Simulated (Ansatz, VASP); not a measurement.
## AlIn2N3 in VASP and in Ansatz

```
CELL_PARAMETERS angstrom
5.95300 0.00000 0.00000
-2.97650 5.15545 0.00000
0.00000 0.00000 2.97862
ATOMIC_POSITIONS crystal
Al 0.00000 0.00000 0.00000
In 0.33333 0.66667 0.00000
In 0.66667 0.33333 0.00000
N 0.50000 0.00000 0.50000
N 0.50000 0.50000 0.50000
N 0.00000 0.50000 0.50000
```

Change from the starting cell: species swapped into the CeAl3Pd2 type (P6/mmm, No. 191).

Alike in both runs: functional PBE; k mesh 6 × 6 × 4; occupations gaussian, width 0.1 eV; no spin polarisation.

Ansatz relaxed the structure, and its values are those at the end. VASP's run is a single point on that final structure, the one shown.

|  | VASP | Ansatz |
| --- | --- | --- |
| version | VASP 6.6.1 | Ansatz 0.2.0 |
| potentials or method | VASP PAW PBE potentials, release 64 (Al, In_d, N), cutoff 520 eV | scalar-relativistic, plane waves, PAW |
| valence electrons in the cell | 44 | 44 |

```tsv
	VASP	Ansatz	Ansatz less VASP
gap on the k mesh at the Fermi level (eV)	none	none	-
pressure (GPa)	0.2	0.1	-0.12
```

A gap of «none» marks a metal or a gap that the smearing closes.

The k mesh is coarse, so the values compare programs but aren't converged.
